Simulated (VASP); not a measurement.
A run of VASP 6.6.1:

The input INCAR:

```
ALGO = Fast ; EDIFF = 1E-6
ENCUT = 520 ; ISIF = 2
ISMEAR = 0 ; LASPH = T
LCHARG = F ; LREAL = F
LWAVE = F ; NBANDS = 10
NELM = 60 ; PREC = Accurate
SIGMA = 0.15
```

File KPOINTS:

```
k-points
0
Gamma
  18 18 18
```

POSCAR

```
Na
1.0
   -1.8525000000      1.8525000000      2.4404000000
    1.8525000000     -1.8525000000      2.4404000000
    1.8525000000      1.8525000000     -2.4404000000
Na
1
Direct
    0.0000000000      0.0000000000      0.0000000000
```

Potentials or basis: VASP PAW LDA potentials, release 64 (Na_pv).

The run is started by

```sh
$ cat potpaw_LDA.64/Na_pv/POTCAR > POTCAR
$ mpirun -np 1 vasp_std > vasp.out
```

Hardware: 1 thread of Intel Xeon 6975P-C, on a shared host.

**Question.** Estimate the wall time of this run.

**Answer.** Run time: 88 s on 1 thread of Intel Xeon 6975P-C, with other jobs on the host, peak memory 0.23 GiB. Counts: scf iterations 10, k points 480.
